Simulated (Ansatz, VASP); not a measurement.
One calculation of InP, two programs

Contents of POSCAR:

```
InP
1.0
    0.0000000000      3.0719391402      3.0719391402
    3.0719391402      0.0000000000      3.0719391402
    3.0719391402      3.0719391402      0.0000000000
In P
1 1
Direct
    0.0000000000      0.0000000000      0.0000000000
    0.2500000000      0.2500000000      0.2500000000
```

File INCAR.step1:

```
ALGO = Normal
EDIFF = 1E-4
ENCUT = 520
GGA = PE
GGA_COMPAT = F
ISMEAR = -1
LASPH = T
LCHARG = F
LREAL = F
LSORBIT = T
LWAVE = T
MAGMOM = 0 0 0 0 0 0
NBANDS = 30
NELM = 150
PREC = Accurate
SIGMA = 0.02
```

File INCAR.step2:

```
ALGO = Normal
EDIFF = 1E-6
ENCUT = 520
GGA_COMPAT = F
ISIF = 2
ISMEAR = -1
ISTART = 1
LASPH = T
LCHARG = F
LMIXTAU = T
LORBIT = 11
LORBMOM = T
LREAL = F
LSORBIT = T
LWAVE = F
MAGMOM = 0 0 0 0 0 0
METAGGA = R2SCAN
NBANDS = 30
NELM = 150
PREC = Accurate
SIGMA = 0.02
```

Contents of KPOINTS:

```
k-points
0
Gamma
  8 8 8
```

Input for Ansatz:

```yaml
crystal:
  lattice:
    - [0.0, 3.0719391402, 3.0719391402]
    - [3.0719391402, 0.0, 3.0719391402]
    - [3.0719391402, 3.0719391402, 0.0]
  atoms:
    - { symbol: In, position: [0.0, 0.0, 0.0] }
    - { symbol: P, position: [0.25, 0.25, 0.25] }
kpoints:
  mp_grid: { grid: [8, 8, 8] }
  band_path:
    path:
      - [0.0, 0.0, 0.0]
      - [-0.5, -0.5, 0.0]
      - [-0.375, -0.375, 0.25]
      - [-0.375, 0.0, 0.375]
      - [0.0, 0.0, 0.5]
      - [-0.5, -0.25, 0.25]
    npoints: 1
hamiltonian:
  xc: r2scan
scf:
  occupations: { method: fermi_dirac, width: 0.02 }
  n_extra_bands: 8
magnetization:
  noncollinear: true
  spin_orbit: true
output:
  forces: true
  stress: true
  eigenvalues: true
  write_density: true
  write_potential: true
  elf: true
  volumetric_format: npy
```

Change from the starting cell: hydrostatic strain +4.0%.

Alike in both runs: task single point; functional r2SCAN; k mesh 8 × 8 × 8; occupations fermi-dirac, width 0.02 eV; non-collinear spin, spin-orbit coupling.

```csv
,VASP,Ansatz
version,VASP 6.6.1,Ansatz 0.2.0
potentials or method,"VASP PAW PBE potentials, release 64 (In_d, P)","plane waves, PAW"
plane-wave cutoff (eV),520,500
valence electrons in the cell,18,18
```

|  | VASP | Ansatz | Ansatz less VASP |
| --- | --- | --- | --- |
| pressure (GPa) | -6.2 | -6.2 | +0.02 |
| net moment per atom (μB) | 0.00 | 0.00 | 0.000 |

VASP's potentials were made for PBE, not for r2SCAN.
